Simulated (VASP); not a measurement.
# ZnS (P6_3mc) in VASP: vibrations by perturbation theory with PBE

Aim: the vibrations by perturbation theory of ZnS with PBE.

Everything below comes from runs of VASP 6.6.1. Logs are shortened: lines on timing, memory, paths and dates and some standing lists are left out, and cuts for length are marked.

### Step 1. The cell of the first run

Symmetry: P6_3mc, No. 186, hexagonal system. Conventional cell: a = 3.811 Å, b = 3.811 Å, c = 6.234 Å, α = 90.00°, β = 90.00°, γ = 120.00°. Zn (site symmetry 3m) has 4 S at 2.31 to 2.40 Å within 3.1 Å. S (site symmetry 3m) has 4 Zn at 2.31 to 2.40 Å within 3.1 Å.

### Step 2. Vibrations by perturbation theory, PBE

The input, INCAR:

```
SYSTEM = ZnS
PREC     = Accurate       ! precision mode
ENCUT    = 520            ! plane-wave cutoff, eV
EDIFF    = 1E-8           ! SCF threshold, eV
ISMEAR   = -1             ! smearing method
SIGMA    = 0.05           ! smearing width, eV
LREAL    = .False.        ! projectors in reciprocal space
LASPH    = .True.         ! aspherical terms in the spheres
NELM     = 100            ! most SCF steps
ALGO     = Normal         ! electronic algorithm
ISIF     = 2              ! what is computed and relaxed
LWAVE    = .False.        ! write WAVECAR
LCHARG   = .False.        ! write CHGCAR
GGA      = PE             ! functional
IBRION   = 8              ! ionic algorithm
NSW      = 1              ! ionic steps
```

The input, KPOINTS:

```
regular mesh
0
Gamma
  8 8 5
  0 0 0
```

The input, POSCAR:

```
ZnS
1.0
    3.8110000000      0.0000000000      0.0000000000
   -1.9055000000      3.3004228138      0.0000000000
    0.0000000000      0.0000000000      6.2340000000
Zn S
2 2
Direct
    0.6666666667      0.3333333333      0.5000000000
    0.3333333333      0.6666666667      0.0000000000
    0.6666666667      0.3333333333      0.8850000000
    0.3333333333      0.6666666667      0.3850000000
```

Potentials or basis: VASP PAW PBE potentials, release 64 (Zn, S).

On the command line:

```
$ cat potpaw_PBE.64/Zn/POTCAR potpaw_PBE.64/S/POTCAR > POTCAR
$ mpirun -np 1 vasp_std > vasp.out
```

OUTCAR:

```text
SYSTEM = ZnS
   PREC = Accurate
   ENCUT = 520
   EDIFF = 1E-8
   ISMEAR = -1
   LREAL = .False.
   LASPH = .True.
   NELM = 100
   ISIF = 2
   GGA = PE
   IBRION = 8
   NSW = 1

 ion  position               nearest neighbor table
   1  0.667  0.333  0.500-   4 2.31   4 2.31   4 2.31   3 2.40
   2  0.333  0.667  0.000-   3 2.31   3 2.31   3 2.31   4 2.40
   3  0.667  0.333  0.885-   2 2.31   2 2.31   2 2.31   1 2.40
   4  0.333  0.667  0.385-   1 2.31   1 2.31   1 2.31   2 2.40

  LATTYP: Found a hexagonal cell.
 ALAT       =     3.8110000000
 C/A-ratio  =     1.6357911309

  Lattice vectors:

 A1 = (   3.8110000000,   0.0000000000,   0.0000000000)
 A2 = (  -1.9055000000,   3.3004228138,   0.0000000000)
 A3 = (   0.0000000000,   0.0000000000,   6.2340000000)

Analysis of symmetry for initial positions (statically):
=====================================================================
 Subroutine PRICEL returns:
 Original cell was already a primitive cell.

 Routine SETGRP: Setting up the symmetry group for a
 hexagonal supercell.

 Subroutine GETGRP returns: Found 12 space group operations
 (whereof  6 operations were pure point group operations)
 out of a pool of 24 trial point group operations.

The static configuration has the point symmetry C_3v.
 The point group associated with its full space group is C_6v.

Analysis of symmetry for dynamics (positions and initial velocities):
=====================================================================
 Subroutine PRICEL returns:
 Original cell was already a primitive cell.

 Routine SETGRP: Setting up the symmetry group for a
 hexagonal supercell.

 Subroutine GETGRP returns: Found 12 space group operations
 (whereof  6 operations were pure point group operations)
 out of a pool of 24 trial point group operations.

The dynamic configuration has the point symmetry C_3v.
 The point group associated with its full space group is C_6v.

 Subroutine INISYM returns: Found 12 space group operations
 (whereof  6 operations are pure point group operations),
 and found     1 'primitive' translations

----------------------------------------------------------------------------------------

                                     Primitive cell

  volume of cell :      78.4107

  direct lattice vectors                    reciprocal lattice vectors
     3.811000000  0.000000000  0.000000000     0.262398321  0.151495741  0.000000000
    -1.905500000  3.300422814  0.000000000     0.000000000  0.302991482  0.000000000
     0.000000000  0.000000000  6.234000000     0.000000000  0.000000000  0.160410651

  length of vectors
     3.811000000  3.811000000  6.234000000     0.302991482  0.302991482  0.160410651

  position of ions in fractional coordinates (direct lattice)
     0.666666667  0.333333333  0.500000000
     0.333333333  0.666666667  0.000000000
     0.666666667  0.333333333  0.885000000
     0.333333333  0.666666667  0.385000000

  ion indices of the primitive-cell ions
   primitive index   ion index
                 1           1
                 2           2
                 3           3
                 4           4
[... 118 lines left out ...]

  energy without entropy =      -13.65381213  energy(sigma->0) =      -13.65381213

 E-fermi :   3.1637     XC(G=0):  -9.6512

 val. band max:        2.1625955344   @ k =   0.0000   0.0000   0.0000
 cond. band min:       4.4157591993   @ k =   0.0000   0.0000   0.0000
 fundamental gap:      2.2531636649
 Fermi energy:         3.1636932922

 k-point     1 :       0.0000    0.0000    0.0000
  band No.  band energies     occupation
      1     -11.0310      2.00000
      2     -10.1080      2.00000
      3      -4.2065      2.00000
      4      -4.2065      2.00000
      5      -4.1422      2.00000
      6      -4.1422      2.00000
[... 589 lines left out ...]
     21       7.4206      0.00000
     22       7.8911      0.00000

 [... further k-points ...]

------------------------ aborting loop because EDIFF is reached ----------------------------------------

  FORCE on cell =-STRESS in cart. coord.  units (eV):
  Direction    XX          YY          ZZ          XY          YZ          ZX
  --------------------------------------------------------------------------------------
  -------------------------------------------------------------------------------------
  Total        1.5594279      1.5594279      0.5515951      0.0000000     -0.0000000      0.0000000
  in kB       31.8640182     31.8640182     11.2708243      0.0000000     -0.0000000      0.0000000
  external PRESSURE =      24.9996203 kB  Pullay stress =       0.0000000 kB

 VOLUME and BASIS-vectors are now :
 -----------------------------------------------------------------------------
  energy-cutoff  :      520.00
  volume of cell :       78.41
      direct lattice vectors                 reciprocal lattice vectors
     3.811000000  0.000000000  0.000000000     0.262398321  0.151495741  0.000000000
    -1.905500000  3.300422814  0.000000000     0.000000000  0.302991482  0.000000000
     0.000000000  0.000000000  6.234000000     0.000000000  0.000000000  0.160410651

 POSITION                                       TOTAL-FORCE (eV/Angst)
 -----------------------------------------------------------------------------------
      1.90550      1.10014      3.11700         0.000000     -0.000000      0.322756
     -0.00000      2.20028      0.00000        -0.000000      0.000000      0.322756
      1.90550      1.10014      5.51709         0.000000     -0.000000     -0.322756
     -0.00000      2.20028      2.40009        -0.000000     -0.000000     -0.322756
 -----------------------------------------------------------------------------------
    total drift:                               -0.000000     -0.000000      0.000399

  FREE ENERGIE OF THE ION-ELECTRON SYSTEM (eV)
  ---------------------------------------------------
  free  energy   TOTEN  =       -13.6538121285 eV

  energy  without entropy=      -13.6538121285  energy(sigma->0) =      -13.65381213

[... ionic steps 2 to 9 ...]

--------------------------------------- Ionic step       10  -------------------------------------------

------------------------ aborting loop because EDIFF is reached ----------------------------------------

[... ionic steps 11 to 11 ...]

--------------------------------------- Ionic step       12  -------------------------------------------

 Free energy of the ion-electron system (eV)
  ---------------------------------------------------
  ---------------------------------------------------
  free energy    TOTEN  =        -0.12404059 eV

  energy without entropy =       -0.12404059

------------------------ aborting loop because EDIFF is reached ----------------------------------------

 INTERNAL STRAIN TENSOR  FOR ION    3  DIRECTION 3   (eV/Angst):
 -----------------------------------------------------------------------------
     3.76971  0.00000  0.00000
     0.00000  3.76971 -0.00000
     0.00000 -0.00000 -4.23613

 INTERNAL STRAIN TENSOR FOR ION    4 for displacements in x,y,z  (eV/Angst):
          X           Y           Z          XY          YZ          ZX
  --------------------------------------------------------------------------------
  x    -0.00000    -0.00000     0.00000    -7.17117    -0.00000     3.94542
  y    -7.17117     7.17117     0.00000     0.00000     3.41537     0.00000
  z     3.76971     3.76971    -4.23613     0.00000     0.00000     0.00000

 SECOND DERIVATIVES (NOT SYMMETRIZED)
 ------------------------------------
               1X          1Y          1Z          2X          2Y          2Z          3X          3Y          3Z          4X          4Y          4Z
  1X    -6.722375    0.000000    0.000000   -0.159465   -0.000000   -0.000000    0.289000    0.000000   -0.000000    6.592840   -0.000000    0.000000
  1Y    -0.000000   -6.722375    0.000000    0.000000   -0.159465    0.000000   -0.000000    0.289000    0.000000    0.000000    6.592840    0.000000
  1Z     0.000000    0.000000   -6.108994    0.000000    0.000000    1.796162    0.000000    0.000000    2.828994    0.000000    0.000000    1.483838
  2X    -0.159465    0.000000   -0.000000   -6.722375    0.000000    0.000000    6.592840    0.000000    0.000000    0.289000   -0.000000    0.000000
  2Y     0.000000   -0.159465    0.000000   -0.000000   -6.722375   -0.000000    0.000000    6.592840   -0.000000   -0.000000    0.289000    0.000000
  2Z     0.000000   -0.000000    1.796162    0.000000   -0.000000   -6.108994    0.000000    0.000000    1.483838    0.000000    0.000000    2.828994
  3X     0.309989    0.000000   -0.000000    6.613075   -0.000000    0.000000   -7.484316    0.000000    0.000000    0.561252   -0.000000   -0.000000
  3Y    -0.000000    0.309989    0.000000    0.000000    6.613075    0.000000    0.000000   -7.484316   -0.000000   -0.000000    0.561252    0.000000
  3Z     0.000000    0.000000    2.830271    0.000000    0.000000    1.479852    0.000000    0.000000   -7.814023    0.000000    0.000000    3.503900
  4X     6.613075    0.000000   -0.000000    0.309989    0.000000   -0.000000    0.561252   -0.000000    0.000000   -7.484316    0.000000    0.000000
  4Y     0.000000    6.613075   -0.000000   -0.000000    0.309989   -0.000000   -0.000000    0.561252   -0.000000    0.000000   -7.484316    0.000000
  4Z     0.000000   -0.000000    1.479852   -0.000000    0.000000    2.830271    0.000000   -0.000000    3.503900   -0.000000    0.000000   -7.814023

 Eigenvectors and eigenvalues of the dynamical matrix
 ----------------------------------------------------

   1 f  =    9.336002 THz    58.659832 2PiTHz  311.415514 cm-1    38.610585 meV
             X         Y         Z           dx          dy          dz
      1.905500  1.100141  3.117000    -0.000000   -0.000000   -0.087607
     -0.000000  2.200282  0.000000     0.000000    0.000000    0.087607
      1.905500  1.100141  5.517090    -0.000000   -0.000000    0.701659
     -0.000000  2.200282  2.400090     0.000000    0.000000   -0.701659
[... 71 lines left out ...]
  12 f/i=    0.012418 THz     0.078023 2PiTHz    0.414210 cm-1     0.051355 meV
             X         Y         Z           dx          dy          dz
      1.905500  1.100141  3.117000    -0.526226   -0.243370    0.000000
     -0.000000  2.200282  0.000000    -0.526226   -0.243370    0.000000
      1.905500  1.100141  5.517090    -0.367403   -0.169917    0.000000
     -0.000000  2.200282  2.400090    -0.367403   -0.169917    0.000000

--------------------------------------------------------------------------------------------------------

 ELASTIC MODULI CONTR FROM IONIC RELAXATION (kBar)
 Direction    XX          YY          ZZ          XY          YZ          ZX
 --------------------------------------------------------------------------------
 XX        -396.6296    126.9062    151.7881     -0.0000     -0.0000      0.0000
 YY         126.9062   -396.6296    151.7881     -0.0000     -0.0000      0.0000
 ZZ         151.7881    151.7881   -170.8388      0.0000      0.0000     -0.0000
 XY          -0.0000     -0.0000      0.0000   -261.7679      0.0000     -0.0000
 YZ           0.0000     -0.0000      0.0000      0.0000    -73.2353      0.0000
 ZX           0.0000      0.0000     -0.0000      0.0000      0.0000    -87.2480
 --------------------------------------------------------------------------------
```

Run time: 10 min. Hardware: 1 thread of Intel Xeon Platinum 8488C (Sapphire Rapids), shared host; peak memory 0.63 GiB.

What came out:

| Item | Value |
| --- | --- |
| Highest phonon frequency at Γ, LO-TO splitting left out | 311 cm⁻¹ |

Phonon frequencies in cm⁻¹ (negative: imaginary):
```tsv
q point	frequencies
(0.000, 0.000, 0.000)	0 0 0 71 71 179 233 296 296 301 301 311
```

Caveat: the cell stands under pressure or tension, which shifts response properties.
